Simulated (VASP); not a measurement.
Runs of VASP 6.6.1 on MoS2. The structure is that of space group P6_3/mmc (No. 194), or close to it. The cells are those of the table. 

| cell | gap on the mesh (eV) | pressure (GPa) | largest force (eV/Å) |
| --- | --- | --- | --- |
| a = 3.086, b = 3.086, c = 12.096 Å, angles 90.0, 90.0, 120.0°, 6 atoms | 0.84 | (c) | 0.42 |
| a = 3.149, b = 3.149, c = 11.660 Å, angles 90.0, 90.0, 120.0°, 6 atoms | 0.59 | 6.5 | 1.06 |
| a = 2.992, b = 2.992, c = 12.967 Å, angles 90.0, 90.0, 120.0°, 6 atoms | 0.95 | (b) | 0.94 |
| a = 3.181, b = 3.181, c = 11.443 Å, angles 90.0, 90.0, 120.0°, 6 atoms | (a) | 6.8 | 1.40 |
| a = 2.992, b = 2.992, c = 12.531 Å, angles 90.0, 90.0, 120.0°, 6 atoms | 1.11 | 10.9 | 0.06 |

Alike in all rows: task single point; level PBE+D3(BJ); potentials or basis VASP PAW PBE potentials, release 64 (Mo_sv, S); no spin polarisation; k mesh 12 × 12 × 4; cutoff (eV) 520; smearing gaussian 0.05 eV.

**Question.** Estimate the missing entries.

**Answer.** (a) 0.22; (b) 4.2; (c) 6.4.

Caveats: semilocal functionals underestimate gaps, and a narrow one can read as zero (at least some runs); forces of over 1 eV/Å act on the atoms, so gaps and moduli don't describe the material at rest (at least some runs); the cell stands under pressure (at least some runs); the stress differs along the axes, from 4 to 12 GPa (at least some runs); the stress differs along the axes, from -12 to 12 GPa (at least some runs); the stress differs along the axes, from 2 to 16 GPa (at least some runs); the stress differs along the axes, from -1 to 17 GPa (at least some runs).

A k mesh can miss the band edges, and the runs leave out spin-orbit coupling on Mo.
